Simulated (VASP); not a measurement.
# Si62C (a cell with a defect) in VASP: single point with PBE+D3(BJ)

Aim: the single point of Si62C (a cell with a defect) with PBE+D3(BJ).

Program: VASP 6.6.1. These are calculated values, not measurements. Logs are shortened: lines on timing, memory, paths and dates and some standing lists are left out, and cuts for length are marked.

**1. The cell of the first run**

The cell holds a defect, 63 atoms: a = 10.860 Å, b = 10.860 Å, c = 10.860 Å, α = 90.00°, β = 90.00°, γ = 90.00°.

**2. Single point, PBE+D3(BJ)**

Input file INCAR:

```
PREC = Accurate
ENCUT = 520
EDIFF = 1E-7
ISMEAR = 0
SIGMA = 0.02
LREAL = Auto
LASPH = T
NELM = 60
ALGO = Normal
ISIF = 2
LWAVE = F
LCHARG = T
GGA = PE
IVDW = 12
LELF = T
LVHAR = T
NBANDS = 163
```

Input file KPOINTS:

```
regular mesh
0
Gamma
  1 1 1
```

Input file POSCAR:

```
Si62C
1.0
   10.8600000000      0.0000000000      0.0000000000
    0.0000000000     10.8600000000      0.0000000000
    0.0000000000      0.0000000000     10.8600000000
Si C
62 1
Direct
    0.4991102210      0.0008897790      0.0051635359
    0.6227211786      0.1302144567      0.1272788214
    0.7501779926      0.2504910681     -0.0001779926
    0.8746442910      0.3842290055      0.1152434622
    0.7448364641      0.0008897790      0.2508897790
    0.8764442910      0.1242145488      0.3742145488
   -0.0063754144     -0.0063323204     -0.0003203499
    0.1205257827      0.1249474217      0.1252215470
    0.2507783610      0.2492216390     -0.0008050645
    0.3750525783      0.3794742173      0.1252215470
    0.5063323204      0.5063754144     -0.0003203499
    0.6281042357      0.6417378453      0.1218957643
    0.8582621547      0.8718957643      0.1218957643
    0.2451641805      0.0017707182      0.2517707182
    0.3744657459      0.1255342541      0.3755342541
    0.4982292818      0.2548358195      0.2517707182
    0.6247784530      0.3794742173      0.3749474217
    0.7503203499      0.5063754144      0.2436676796
    0.8751918969      0.6248081031      0.3744055249
    0.4982292818      0.0017707182      0.5048358195
    0.6247784530      0.1249474217      0.6294742173
    0.7508050645      0.2492216390      0.4992216390
    0.8758682320      0.3753896869      0.6253896869
    0.7503203499     -0.0063323204      0.7563754144
    0.8751918969      0.1244055249      0.8748081031
   -0.0117977901      0.5117977901     -0.0270153775
    0.1157709945      0.6253557090      0.1152434622
    0.2495089319      0.7498220074     -0.0001779926
    0.3697855433      0.8772788214      0.1272788214
   -0.0032784530      0.2549280847      0.2453391344
    0.1249230203      0.3750769797      0.3730395948
    0.2450719153      0.5032784530      0.2453391344
    0.3757854512      0.6235557090      0.3742145488
    0.4991102210      0.7551635359      0.2508897790
    0.6227211786      0.8772788214      0.3802144567
   -0.0032784530     -0.0046608656      0.5049280847
    0.1249230203      0.1230395948      0.6250769797
    0.2502821363      0.2497178637      0.4997178637
    0.3769604052      0.3750769797      0.6250769797
    0.5046608656      0.5032784530      0.5049280847
    0.6347565378      0.6253557090      0.6342290055
    0.7501779926      0.7498220074      0.5004910681
    0.8746442910      0.8652434622      0.6342290055
    0.2450719153     -0.0046608656      0.7532784530
    0.3757854512      0.1242145488      0.8735557090
    0.5046608656      0.2549280847      0.7532784530
    0.6347565378      0.3842290055      0.8753557090
    0.7770153775      0.5117977901      0.7617977901
   -0.0063754144      0.7496796501      0.2436676796
    0.1205257827      0.8752215470      0.3749474217
    0.0016240331      0.4983759669      0.4992053407
    0.1246103131      0.6241317680      0.6253896869
    0.2507783610      0.7491949355      0.4992216390
    0.3750525783      0.8752215470      0.6294742173
    0.0016240331      0.2492053407      0.7483759669
    0.1246103131      0.3753896869      0.8741317680
    0.2507946593      0.4983759669      0.7483759669
    0.3755944751      0.6248081031      0.8748081031
    0.5063323204      0.7496796501      0.7563754144
    0.6281042357      0.8718957643      0.8917378453
   -0.0117977901      0.7229846225      0.7617977901
    0.1157709945      0.8652434622      0.8753557090
    0.9107755985      0.5892244015     -0.1607755985
```

Potentials or basis: VASP PAW PBE potentials, release 64 (Si, C).

Started as:

```
> cat potpaw_PBE.64/Si/POTCAR potpaw_PBE.64/C/POTCAR > POTCAR
> mpirun -np 1 vasp_gam > vasp.out
```

OUTCAR:

```text
PREC = Accurate
   ENCUT = 520
   EDIFF = 1E-7
   ISMEAR = 0
   LREAL = Auto
   LASPH = T
   NELM = 60
   ISIF = 2
   GGA = PE
   IVDW = 12
 IVDW          = 12

 ion  position               nearest neighbor table
   1  0.499  0.001  0.005-  60 2.33  29 2.35   2 2.35  45 2.37
   2  0.623  0.130  0.127-  16 2.34   5 2.35   1 2.35   3 2.35
   3  0.750  0.250  1.000-   4 2.35  47 2.35   2 2.35  25 2.36
   4  0.875  0.384  0.115-   3 2.35  18 2.35  30 2.39  26 2.41
   5  0.745  0.001  0.251-  13 2.33   2 2.35  35 2.35   6 2.37
   6  0.876  0.124  0.374-  22 2.36   5 2.37  30 2.38  36 2.38
   7  0.994  0.994  1.000-  25 2.35  62 2.35  13 2.38   8 2.41
   8  0.121  0.125  0.125-  30 2.35  14 2.35   9 2.39   7 2.41
   9  0.251  0.249  0.999-  45 2.36  56 2.37   8 2.39  10 2.39
  10  0.375  0.379  0.125-  32 2.35  16 2.35   9 2.39  11 2.41
  11  0.506  0.506  1.000-  58 2.35  47 2.35  12 2.38  10 2.41
  12  0.628  0.642  0.122-  34 2.33  18 2.38  11 2.38
  13  0.858  0.872  0.122-   5 2.33   7 2.38  49 2.38
  14  0.245  0.002  0.252-  29 2.34   8 2.35  50 2.35  15 2.36
  15  0.374  0.126  0.376-  38 2.34  16 2.36  20 2.36  14 2.36
  16  0.498  0.255  0.252-   2 2.34  10 2.35  17 2.35  15 2.36
  17  0.625  0.379  0.375-  40 2.35  16 2.35  22 2.39  18 2.41
  18  0.750  0.506  0.244-  19 2.35   4 2.35  12 2.38  17 2.41
  19  0.875  0.625  0.374-  18 2.35  49 2.35  42 2.36  51 2.37
[... 38 lines left out ...]
  58  0.376  0.625  0.875-  11 2.35  59 2.35  28 2.36  57 2.37
  59  0.506  0.750  0.756-  58 2.35  41 2.35  60 2.38  54 2.41
  60  0.628  0.872  0.892-   1 2.33  24 2.38  59 2.38
  61  0.988  0.723  0.762-  63 1.88  52 2.35  62 2.41  43 2.41
  62  0.116  0.865  0.875-  28 2.35   7 2.35  44 2.39  61 2.41
  63  0.911  0.589  0.839-  26 1.88  48 1.88  61 1.88

  LATTYP: Found a simple cubic cell.
 ALAT       =    10.8600000000

  Lattice vectors:

 A1 = (  10.8600000000,   0.0000000000,   0.0000000000)
 A2 = (   0.0000000000,  10.8600000000,   0.0000000000)
 A3 = (   0.0000000000,   0.0000000000,  10.8600000000)

Analysis of symmetry for initial positions (statically):
=====================================================================
 Subroutine PRICEL returns:
 Original cell was already a primitive cell.

 Routine SETGRP: Setting up the symmetry group for a
 simple cubic supercell.

 Subroutine GETGRP returns: Found  6 space group operations
 (whereof  1 operations were pure point group operations)
 out of a pool of 48 trial point group operations.

The static configuration has the point symmetry C_1 .
 The point group associated with its full space group is C_3v.

Analysis of symmetry for dynamics (positions and initial velocities):
=====================================================================
 Subroutine PRICEL returns:
 Original cell was already a primitive cell.

 Routine SETGRP: Setting up the symmetry group for a
 simple cubic supercell.

 Subroutine GETGRP returns: Found  6 space group operations
 (whereof  1 operations were pure point group operations)
 out of a pool of 48 trial point group operations.

The dynamic configuration has the point symmetry C_1 .
 The point group associated with its full space group is C_3v.

 Subroutine INISYM returns: Found  6 space group operations
 (whereof  1 operations are pure point group operations),
 and found     1 'primitive' translations

----------------------------------------------------------------------------------------

                                     Primitive cell

  volume of cell :    1280.8241

  direct lattice vectors                    reciprocal lattice vectors
    10.860000000  0.000000000  0.000000000     0.092081031  0.000000000  0.000000000
     0.000000000 10.860000000  0.000000000     0.000000000  0.092081031  0.000000000
     0.000000000  0.000000000 10.860000000     0.000000000  0.000000000  0.092081031

  length of vectors
    10.860000000 10.860000000 10.860000000     0.092081031  0.092081031  0.092081031

  position of ions in fractional coordinates (direct lattice)
     0.499110221  0.000889779  0.005163536
     0.622721179  0.130214457  0.127278821
     0.750177993  0.250491068  0.999822007
     0.874644291  0.384229006  0.115243462
     0.744836464  0.000889779  0.250889779
     0.876444291  0.124214549  0.374214549
[... 55 lines left out ...]
     0.115770994  0.865243462  0.875355709
     0.910775599  0.589224401  0.839224401

  ion indices of the primitive-cell ions
   primitive index   ion index
                 1           1
                 2           2
                 3           3
                 4           4
                 5           5
                 6           6
[... 55 lines left out ...]
                62          62
                63          63

----------------------------------------------------------------------------------------

 KPOINTS: regular mesh

Automatic generation of k-mesh.
 Grid dimensions read from file:
 generate k-points for:    1    1    1

 Generating k-lattice:

  Cartesian coordinates                     Fractional coordinates (reciprocal lattice)
     0.092081031  0.000000000  0.000000000     1.000000000  0.000000000  0.000000000
     0.000000000  0.092081031  0.000000000     0.000000000  1.000000000  0.000000000
     0.000000000  0.000000000  0.092081031     0.000000000  0.000000000  1.000000000

  Length of vectors
     0.092081031  0.092081031  0.092081031

  Shift w.r.t. Gamma in fractional coordinates (k-lattice)
     0.000000000  0.000000000  0.000000000

 Subroutine IBZKPT returns following result:
 ===========================================

 Found      1 irreducible k-points:

 Following reciprocal coordinates:
            Coordinates               Weight
  0.000000  0.000000  0.000000      1.000000
   k-points           NKPTS =      1   k-points in BZ     NKDIM =      1   number of bands    NBANDS=    163
   number of dos      NEDOS =    301   number of ions     NIONS =     63
   total plane-waves  NPLWV = 592704
   dimension x,y,z NGX =    84 NGY =   84 NGZ =   84
   dimension x,y,z NGXF=   168 NGYF=  168 NGZF=  168
   ions per type =              62   1
   NGX,Y,Z   is equivalent  to a cutoff of  12.86, 12.86, 12.86 a.u.
   NGXF,Y,Z  is equivalent  to a cutoff of  25.72, 25.72, 25.72 a.u.
 SYSTEM =  unknown system
   PREC   = accura    normal or accurate (medium, high low for compatibility)
   ISTART =      0    job   : 0-new  1-cont  2-samecut
   ICHARG =      2    charge: 1-file 2-atom 10-const
   ISPIN  =      1    spin polarized calculation?
   LNONCOLLINEAR =      F non collinear calculations
   LSORBIT =      F    spin-orbit coupling
   LASPH  =      T    aspherical Exc in radial PAW
   ENCUT  =  520.0 eV  38.22 Ry    6.18 a.u.  20.19 20.19 20.19*2*pi/ulx,y,z
   NELM   =     60;   NELMIN=  2; NELMDL= -5     # of ELM steps
   EDIFF  = 0.1E-06   stopping-criterion for ELM
   LREAL  =      T    real-space projection
   EDIFFG = 0.1E-05   stopping-criterion for IOM
   NSW    =      0    number of steps for IOM
   IBRION =     -1    ionic relax: 0-MD 1-quasi-New 2-CG
   NFREE  =      0    steps in history (QN), initial steepest desc. (CG)
   ISIF   =      2    stress and relaxation
   ISYM   =      2    0-nonsym 1-usesym 2-fastsym
   POTIM  = 0.5000    time-step for ionic-motion
   TEBEG  =    0.0;   TEEND  =   0.0 temperature during run
   PSTRESS=    0.0 pullay stress
   NELECT =     252.0000    total number of electrons
   NUPDOWN=      -1.0000    fix difference up-down
   EMIN   =  10.00;   EMAX   =-10.00  energy-range for DOS
   EFERMI =   0.00;   METHOD = LEGACY
   ISMEAR =     0;   SIGMA  =   0.02  broadening in eV -4-tet -1-fermi 0-gaus
   EFERMI_NEDOS =   21; number of points for ismear=-14 and -15
   IALGO  =     38    algorithm
   IMIX   =      4    mixing-type and parameters
     AMIX     =   0.40;   BMIX     =  1.00
     AMIX_MAG =   1.60;   BMIX_MAG =  1.00
  volume/ion in A,a.u.               =      20.33       137.20
  Fermi-wavevector in a.u.,A,eV,Ry     =   0.952164  1.799329 12.335269  0.906617
  Thomas-Fermi vector in A             =   2.080702
   LORBIT       =      0    0 simple, 1 ext, 2 COOP (PROOUT), +10 PAW based schemes
   GGA     = PE    functional components
   LHFCALC =     F    Hartree Fock is set to
   AEXX    =    0.0000 exact exchange contribution
   IVDW    =    12    specifies the selected vdW correction
   LEPSILON=     F    determine dielectric tensor
   LRPA    =     F    only Hartree local field effects (RPA)
 non-spin polarized calculation
 Gauss-broadening in eV      SIGMA  =   0.02
  energy-cutoff  :      520.00
  volume of cell :     1280.82
 maximum number of plane-waves:     17229
 NGX is ok and might be reduce to    84
   NGX = 41   NGY = 41   NGZ = 41

 number of electron     251.9999987 magnetization

 Free energy of the ion-electron system (eV)
  ---------------------------------------------------
  ext. energy  EPLUGINS =         0.00000000
  ---------------------------------------------------
  free energy    TOTEN  =      -335.24769263 eV

  energy without entropy =     -335.24769263  energy(sigma->0) =     -335.24769263

 E-fermi :   6.0556     XC(G=0):  -9.3033

 val. band max:        5.9145779724   @ k =   0.0000   0.0000   0.0000
 cond. band min:       6.1617093798   @ k =   0.0000   0.0000   0.0000
 fundamental gap:      0.2471314074
 Fermi energy:         6.0556214846

 k-point     1 :       0.0000    0.0000    0.0000
  band No.  band energies     occupation
      1      -6.5936      2.00000
      2      -6.0435      2.00000
      3      -5.1978      2.00000
      4      -5.1978      2.00000
      5      -5.1772      2.00000
      6      -5.1772      2.00000
[... 130 lines left out ...]
    137       6.7922      0.00000
    138       6.9355      0.00000
 [bands above 138 left out]

------------------------ aborting loop because EDIFF is reached ----------------------------------------

 Edisp (eV)  -19.51938

 E6    (eV) :   -11.4502

 E8    (eV) :    -8.0692

  FORCE on cell =-STRESS in cart. coord.  units (eV):
  Direction    XX          YY          ZZ          XY          YZ          ZX
  --------------------------------------------------------------------------------------
  -------------------------------------------------------------------------------------
  Total     -13.08314   -13.08314   -13.08314    -8.37353     8.37353    -8.37353
  in kB     -16.36565   -16.36565   -16.36565   -10.47441    10.47441   -10.47441
  external pressure =      -16.37 kB  Pullay stress =        0.00 kB

 VOLUME and BASIS-vectors are now :
 -----------------------------------------------------------------------------
  energy-cutoff  :      520.00
  volume of cell :     1280.82
      direct lattice vectors                 reciprocal lattice vectors
    10.860000000  0.000000000  0.000000000     0.092081031  0.000000000  0.000000000
     0.000000000 10.860000000  0.000000000     0.000000000  0.092081031  0.000000000
     0.000000000  0.000000000 10.860000000     0.000000000  0.000000000  0.092081031

 POSITION                                       TOTAL-FORCE (eV/Angst)
 -----------------------------------------------------------------------------------
      5.42034      0.00966      0.05608        -0.003639      0.003639     -0.001442
      6.76275      1.41413      1.38225        -0.000488      0.003512      0.000488
      8.14693      2.72033     10.85807         0.003237      0.004883     -0.003237
      9.49864      4.17273      1.25154        -0.003975      0.001423      0.007129
      8.08892      0.00966      2.72466         0.001442      0.003639      0.003639
      9.51819      1.34897      4.06397         0.000174     -0.007611     -0.007611
[... 55 lines left out ...]
      1.25727      9.39654      9.50636        -0.001423      0.007129      0.003975
      9.89102      6.39898      9.11398         0.002418     -0.002418     -0.002418
 -----------------------------------------------------------------------------------
    total drift:                               -0.011588      0.011588      0.011588

  FREE ENERGIE OF THE ION-ELECTRON SYSTEM (eV)
  ---------------------------------------------------
  free  energy   TOTEN  =      -354.7670709655 eV

  energy  without entropy=     -354.7670709655  energy(sigma->0) =     -354.76707097
```

It took 4.6 min on 1 thread of Intel Xeon 6975P-C (Granite Rapids), shared host; peak memory 1 GiB.

Results:

- Free energy: -354.7671 eV
- Pressure: -1.6 GPa
- Largest force: 0.012 eV/Å
- Dispersion energy per atom: -0.310 eV

Forces in eV/Å, atoms in the order of the input:
```
Si  -0.004  0.004 -0.001
Si   0.000  0.004  0.000
Si   0.003  0.005 -0.003
Si  -0.004  0.001  0.007
Si   0.001  0.004  0.004
Si   0.000 -0.008 -0.008
Si   0.001  0.000 -0.002
Si   0.004  0.005  0.002
Si   0.004 -0.004 -0.008
Si  -0.005 -0.004  0.002
Si   0.000 -0.001 -0.002
Si  -0.004 -0.005  0.004
Si   0.005  0.004  0.004
Si  -0.007 -0.002 -0.002
Si  -0.001  0.001  0.001
Si   0.002  0.007 -0.002
Si  -0.002 -0.004  0.005
Si   0.002 -0.001  0.000
Si   0.003 -0.003 -0.002
Si   0.002 -0.002  0.007
Si  -0.002  0.005 -0.004
Si   0.008 -0.004 -0.004
Si  -0.003 -0.001 -0.001
Si   0.002  0.000 -0.001
Si   0.003 -0.002 -0.003
Si   0.000  0.000 -0.012
Si  -0.001  0.004  0.007
Si  -0.005 -0.003 -0.003
Si  -0.004  0.000  0.000
Si   0.001  0.002 -0.001
Si  -0.002  0.002  0.005
Si  -0.002 -0.001 -0.001
Si   0.008  0.000 -0.008
Si  -0.004 -0.001  0.004
Si   0.000  0.000  0.004
Si   0.001 -0.001  0.002
Si  -0.002  0.005  0.002
Si   0.006 -0.006 -0.006
Si  -0.005  0.002  0.002
Si   0.001 -0.001  0.002
Si  -0.007  0.004  0.001
Si   0.003 -0.003  0.005
Si  -0.004  0.007  0.001
Si  -0.002 -0.001 -0.001
Si   0.008 -0.008  0.000
Si   0.001  0.002 -0.001
Si  -0.007  0.001  0.004
Si   0.012  0.000  0.000
Si   0.001 -0.002  0.000
Si   0.004  0.002  0.005
Si  -0.002  0.002  0.002
Si   0.001  0.003 -0.001
Si   0.004 -0.008 -0.004
Si  -0.005  0.002 -0.004
Si  -0.002  0.002  0.002
Si   0.001 -0.001  0.003
Si  -0.002  0.002  0.002
Si   0.002 -0.003 -0.003
Si   0.000 -0.002 -0.001
Si  -0.004  0.004 -0.005
Si   0.000 -0.012  0.000
Si  -0.001  0.007  0.004
C    0.002 -0.002 -0.002
```

Levels at points of the mesh, in eV from the Fermi level:
| k point | band 122 | band 123 | band 124 | band 125 | band 126 | band 127 | band 128 | band 129 | band 130 | band 131 |
| --- | --- | --- | --- | --- | --- | --- | --- | --- | --- | --- |
| (0.00, 0.00, 0.00) | -1.51 | -0.95 | -0.70 | -0.70 | -0.14 | 0.11 | 0.11 | 0.32 | 0.32 | 0.32 |

Caveat: the k points lie up to 0.58 Å⁻¹ apart.
